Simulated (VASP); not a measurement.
A run of VASP 6.6.1:

The input POSCAR:

```
Fe
1.0
    2.3470000000      0.0000000000      0.0000000000
   -1.1735000000      2.0325616227      0.0000000000
    0.0000000000      0.0000000000      3.7970000000
Fe
2
Direct
    0.3333333333      0.6666666667      0.2500000000
    0.6666666667      0.3333333333      0.7500000000
```

The input INCAR.step1:

```
PREC = Accurate
ENCUT = 520
EDIFF = 1E-7
ISMEAR = -1
SIGMA = 0.1
LREAL = False
LASPH = True
NELM = 150
ALGO = Normal
ISIF = 2
LWAVE = False
LCHARG = True
ISPIN = 2
MAGMOM = 3 3
LMAXMIX = 4
GGA = PS
NBANDS = 19
```

The input KPOINTS.step1:

```
Automatic mesh
0
Gamma
  14 14 8
```

INCAR.step2

```
PREC = Accurate
ENCUT = 520
EDIFF = 1E-7
ISMEAR = -5
SIGMA = 0.1
LREAL = False
LASPH = True
NELM = 150
ALGO = Normal
ISIF = 2
LWAVE = False
LCHARG = False
ISPIN = 2
MAGMOM = 3 3
LORBIT = 11
LMAXMIX = 4
GGA = PS
NBANDS = 19
NEDOS = 1001
ICHARG = 11
```

Contents of KPOINTS.step2:

```
Automatic mesh
0
Gamma
  21 21 12
```

Potentials or basis: VASP PAW PBE potentials, release 64 (Fe).

Command:

```sh
$ cat potpaw_PBE.64/Fe/POTCAR > POTCAR
$ cp INCAR.step1 INCAR
$ cp KPOINTS.step1 KPOINTS
$ mpirun -np 1 vasp_std > vasp.out
$ cp INCAR.step2 INCAR
$ cp KPOINTS.step2 KPOINTS
$ mpirun -np 1 vasp_std > vasp.out
```

Hardware: 1 thread of Intel(R) Xeon(R) Platinum 8259CL CPU @ 2.50GHz (Skylake/Cascade Lake) (shared host).

Estimate the wall time of this run.

Wall time 2.8 min on 1 thread of Intel(R) Xeon(R) Platinum 8259CL CPU @ 2.50GHz (Skylake/Cascade Lake), with other jobs on the host, peak memory 0.29 GiB. Counts: k points 336.
